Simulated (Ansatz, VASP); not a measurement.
# In2Au in VASP and in Ansatz

```
In Au
1.0
     0.00000    3.18463    3.18463
     3.18463    0.00000    3.18463
     3.18463    3.18463    0.00000
In Au
2 1
Cartesian
  1.5923 1.5923 1.5923
  4.7770 4.7770 4.7770
  0.0000 0.0000 0.0000
```

Change from the starting cell: volume scaled by 0.94, PAW files.

Alike in both runs: task electric field gradients; functional LDA; k mesh 10 × 10 × 10; occupations fermi-dirac, width 0.05 eV; no spin polarisation.

|  | VASP | Ansatz |
| --- | --- | --- |
| version | VASP 6.6.1 | Ansatz 0.2.0 |
| potentials or method | VASP PAW LDA potentials, release 64 (In_d, Au) | PAW with Ansatz's default frozen-core files, scalar-relativistic |
| plane-wave cutoff (eV) | 520 | 420 |
| valence electrons in the cell | 37 | 45 |

Ansatz gave:

* pressure (GPa): 3.9

Problem. What did VASP give for the same quantities?

Solution. Pressure (GPa): 4.1.

LDA's correlation is that of Perdew and Zunger in VASP and of Perdew and Wang (1992) in Ansatz. VASP's potentials hold 37 valence electrons a cell and Ansatz's 45, so a difference there can come from the potentials and not from the codes.

Spin-orbit coupling is off throughout.
